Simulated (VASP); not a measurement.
Set up this calculation in VASP 6.6.1, as the native input.

```
Task                   : single point
Functional             : r2SCAN
Potentials or basis    : VASP PAW PBE potentials, release 64 (Si, O)
Cutoff                 : 520 eV
k mesh                 : 6 × 6 × 4
Occupations            : gaussian, width 0.02 eV
Spin                   : no spin polarisation
Dipole correction      : no
Further INCAR settings : ALGO = Normal; EDIFF = 1e-06; NBANDS = 44
```

The system is SiO2.

```xyz
12
Lattice="5.0361 0.0000 0.0000 -2.5180 4.3614 0.0000 0.0000 0.0000 8.5651" Properties=species:S:1:pos:R:3 pbc="T T T"
Si    2.5180    1.4538    8.0259
Si    2.5180    1.4538    4.8217
Si    0.0000    2.9076    0.5392
Si    0.0000    2.9076    3.7433
O    -1.0407    1.8026    0.0000
O     1.0407    1.8026    4.2825
O     2.9546    0.0000    4.2825
O     1.4773    2.5588    0.0000
O    -1.4773    2.5588    4.2825
O     2.5180    1.4538    6.4238
O     0.0000    2.9076    2.1413
O     2.0815    0.0000    0.0000
```

These files were run (other wordings do the same):

POSCAR

```
SiO2
1.0
    5.0360754339      0.0000000000      0.0000000000
   -2.5180377169      4.3613692611      0.0000000000
    0.0000000000      0.0000000000      8.5650778597
Si O
4 8
Direct
    0.6666666667      0.3333333333      0.9370460698
    0.6666666667      0.3333333333      0.5629539302
    0.3333333333      0.6666666667      0.0629539302
    0.3333333333      0.6666666667      0.4370460698
    0.0000000000      0.4133082251      0.0000000000
    0.4133082251      0.4133082251      0.5000000000
    0.5866917749      0.0000000000      0.5000000000
    0.5866917749      0.5866917749      0.0000000000
    0.0000000000      0.5866917749      0.5000000000
    0.6666666667      0.3333333333      0.7500000000
    0.3333333333      0.6666666667      0.2500000000
    0.4133082251      0.0000000000      0.0000000000
```

INCAR.step1

```
SYSTEM = SiO2
  ALGO = Normal
  EDIFF = 1E-4
  ENCUT = 520
  GGA = PE
  ISMEAR = 0
  LASPH = .True.
  LCHARG = .False.
  LREAL = .False.
  LWAVE = .True.
  NBANDS = 44
  NELM = 100
  PREC = Accurate
  SIGMA = 0.02
```

INCAR.step2

```
SYSTEM = SiO2
  ALGO = Normal
  EDIFF = 1E-6
  ENCUT = 520
  ISIF = 2
  ISMEAR = 0
  ISTART = 1
  LASPH = .True.
  LCHARG = .False.
  LMIXTAU = .True.
  LREAL = .False.
  LWAVE = .False.
  METAGGA = R2SCAN
  NBANDS = 44
  NELM = 100
  PREC = Accurate
  SIGMA = 0.02
```

KPOINTS

```
k-points
0
Gamma
  6 6 4
  0 0 0
```

Potentials or basis: VASP PAW PBE potentials, release 64 (Si, O).

Run with:

```bash
$ cat potpaw_PBE.64/Si/POTCAR potpaw_PBE.64/O/POTCAR > POTCAR
$ cp INCAR.step1 INCAR
$ mpirun -np 1 vasp_std > vasp.out
$ cp INCAR.step2 INCAR
$ mpirun -np 1 vasp_std > vasp.out
```

Results of the run:

```
Pressure               : 0.1 GPa
Largest force          : 0.017 eV/Å
Band gap on the k mesh : 6.18 eV, indirect (least direct gap 6.24 eV)
```

Caveat: the PAW data sets were made with another functional, which shifts forces and pressure a little.

Wall time 19 min on 1 thread of Oxide Virtual Turin-like Processor (shared host), peak memory 0.37 GiB.
